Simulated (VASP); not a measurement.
Write the native input for VASP 6.6.1 that does the following.

```
Task                   : single point
Functional             : LDA
Potentials or basis    : VASP PAW LDA potentials, release 64 (Se)
Cutoff                 : 520 eV
k mesh                 : 16 × 16 × 16
Occupations            : gaussian, width 0.15 eV
Spin                   : no spin polarisation
Dipole correction      : no
Further INCAR settings : ALGO = Normal; EDIFF = 1e-06; NBANDS = 9
```

The structure of Se lies in POSCAR:

```
Se
1.0
    2.8105630200      0.0000000000      0.0000000000
    0.0000000000      2.8105630200      0.0000000000
    0.0000000000      0.0000000000      2.5295067180
Se
1
Direct
    0.0000000000      0.0000000000      0.0000000000
```

This cell differs from its parent crystal: strain -0.1000 x Voigt [0, 0, 1, 0, 0, 0].

The input as run:

INCAR

```
ALGO = Normal
EDIFF = 1E-6
ENCUT = 520
ISIF = 2
ISMEAR = 0
LASPH = T
LCHARG = F
LREAL = F
LWAVE = F
NBANDS = 9
NELM = 80
PREC = Accurate
SIGMA = 0.15
```

KPOINTS

```
k-points
0
Gamma
  16 16 16
```

Potentials or basis: VASP PAW LDA potentials, release 64 (Se).

Launch:

```console
$ cat potpaw_LDA.64/Se/POTCAR > POTCAR
$ mpirun -np 1 vasp_std > vasp.out
```

It gave:

```
Pressure               : 8.1 GPa
Band gap on the k mesh : zero (bands 3 and 4 overlap by 6.46 eV)
```

Caveat: the cell differs from its parent crystal (strain -0.1000 x Voigt [0, 0, 1, 0, 0, 0]); the stress differs along the axes, from 2 to 19 GPa.

It took 34 s on 1 thread of Intel Xeon 8259CL (shared host), peak memory 0.18 GiB.
